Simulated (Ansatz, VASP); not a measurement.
# One calculation of SiNi, two programs

INCAR

```
SYSTEM = SiNi
  PREC = Accurate
  ENCUT = 520
  EDIFF = 1E-7
  ISMEAR = -1
  SIGMA = 0.05
  LREAL = .False.
  LASPH = .True.
  NELM = 150
  ALGO = Normal
  ISIF = 2
  LWAVE = .False.
  LCHARG = .False.
  ISPIN = 2
  MAGMOM = 1 1 1 1 0 0 0 0
  LORBIT = 11
  LMAXMIX = 4
  LDAU = .True.
  LDAUTYPE = 2
  LDAUL = 2 -1
  LDAUU = 8 0
  LDAUJ = 0 0
  LDAUPRINT = 1
  GGA = PS
  NBANDS = 42
```

File KPOINTS:

```
regular mesh
0
Gamma
  6 6 6
  0 0 0
```

The input POSCAR:

```
SiNi
1.0
    4.5036940000      0.0000000000      0.0000000000
    0.0000000000      4.5036940000      0.0000000000
    0.0000000000      0.0000000000      4.5036940000
Ni Si
4 4
Direct
    0.1495040000      0.1495040000      0.1495040000
    0.6495040000      0.3504960000      0.8504960000
    0.8504960000      0.6495040000      0.3504960000
    0.3504960000      0.8504960000      0.6495040000
    0.8468300000      0.8468300000      0.8468300000
    0.3468300000      0.6531700000      0.1531700000
    0.1531700000      0.3468300000      0.6531700000
    0.6531700000      0.1531700000      0.3468300000
```

File input.yaml:

```yaml
crystal:
  lattice:
    - [4.503694, 0.0, 0.0]
    - [0.0, 4.503694, 0.0]
    - [0.0, 0.0, 4.503694]
  atoms:
    - { symbol: Ni, position: [0.149504, 0.149504, 0.149504], spin: 1.0 }
    - { symbol: Ni, position: [0.649504, 0.350496, 0.850496], spin: 1.0 }
    - { symbol: Ni, position: [0.850496, 0.649504, 0.350496], spin: 1.0 }
    - { symbol: Ni, position: [0.350496, 0.850496, 0.649504], spin: 1.0 }
    - { symbol: Si, position: [0.84683, 0.84683, 0.84683] }
    - { symbol: Si, position: [0.34683, 0.65317, 0.15317] }
    - { symbol: Si, position: [0.15317, 0.34683, 0.65317] }
    - { symbol: Si, position: [0.65317, 0.15317, 0.34683] }
hamiltonian:
  xc: pbesol
  pseudopotentials: { kind: paw }
  hubbard: { sites: [{ species: Ni, l: d, u_eff: 8.0 }] }
magnetization:
  spin_polarized: true
kpoints:
  mp_grid: { grid: [6, 6, 6] }
  band_path:
    path:
      - [[0.0, 0.0, 0.0], [0.0, 0.5, 0.0], [0.5, 0.5, 0.0], [0.0, 0.0, 0.0], [0.5, 0.5, 0.5], [0.0, 0.5, 0.0]]
      - [[0.5, 0.5, 0.0], [0.5, 0.5, 0.5]]
    npoints: 10
scf:
  occupations: { method: fermi_dirac, width: 0.05 }
  n_extra_bands: 20
output:
  forces: true
  stress: true
  eigenvalues: true
  fatbands: false
```

Alike in both runs: functional PBEsol; k mesh 6 × 6 × 6; occupations fermi-dirac, width 0.05 eV; collinear spin; Hubbard terms Ni d U = 8.0 eV.

|  | VASP | Ansatz |
| --- | --- | --- |
| version | VASP 6.6.1 | Ansatz 0.2.0 |
| potentials or method | VASP PAW PBE potentials, release 64 (Ni, Si) | Ansatz PAW |
| plane-wave cutoff (eV) | 520 | 420 |
| valence electrons in the cell | 56 | 88 |
| task | single point | band structure |

Ansatz gave:

```
gap on the k mesh at the Fermi level (eV) : none
pressure (GPa)                            : -5.7
rms of the force components (eV/Å)        : 0.065
net moment per atom (μB)                  : 0.00
```

Which values does VASP return?

gap on the k mesh at the Fermi level (eV): none; pressure (GPa): -19.2; rms of the force components (eV/Å): 0.104; net moment per atom (μB): 0.00.

VASP's potentials were made for PBE, not for PBEsol. The programs project onto different local orbitals, so the same U acts differently, and such runs can settle in different states. Atom by atom the forces differ by 0.056 eV/Å (rms over components). A gap of «none» marks a metal or a gap that the smearing closes. VASP's potentials hold 56 valence electrons a cell and Ansatz's 88, so a difference there can come from the potentials and not from the codes.

Noted on Ansatz's run: the magnetic or orbital state may not be the lowest.
